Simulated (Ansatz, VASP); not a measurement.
## Pb: VASP beside Ansatz

```
CELL_PARAMETERS angstrom
-1.97966 1.97966 1.97966
1.97966 -1.97966 1.97966
1.97966 1.97966 -1.97966
ATOMIC_POSITIONS crystal
Pb 0.00759 0.00467 0.99255
```

Change from the starting cell: one atom moved.

Alike in both runs: task single point; functional PBEsol; k mesh 14 × 14 × 14; occupations gaussian, width 0.1 eV; no spin polarisation.

```csv
,VASP,Ansatz
version,VASP 6.6.1,Ansatz 0.2.0
potentials or method,"VASP PAW PBE potentials, release 64 (Pb_d), cutoff 520 eV","scalar-relativistic, plane waves, PAW"
valence electrons in the cell,14,14
```

```tsv
	VASP	Ansatz	Ansatz less VASP
gap on the k mesh at the Fermi level (eV)	none	none	-
pressure (GPa)	-1.7	-1.7	+0.04
```

VASP's potentials were made for PBE, not for PBEsol. A gap of «none» marks a metal or a gap that the smearing closes. The functional is the same, so the differences come from potentials, cutoffs and numerics.

Spin-orbit coupling is off throughout.
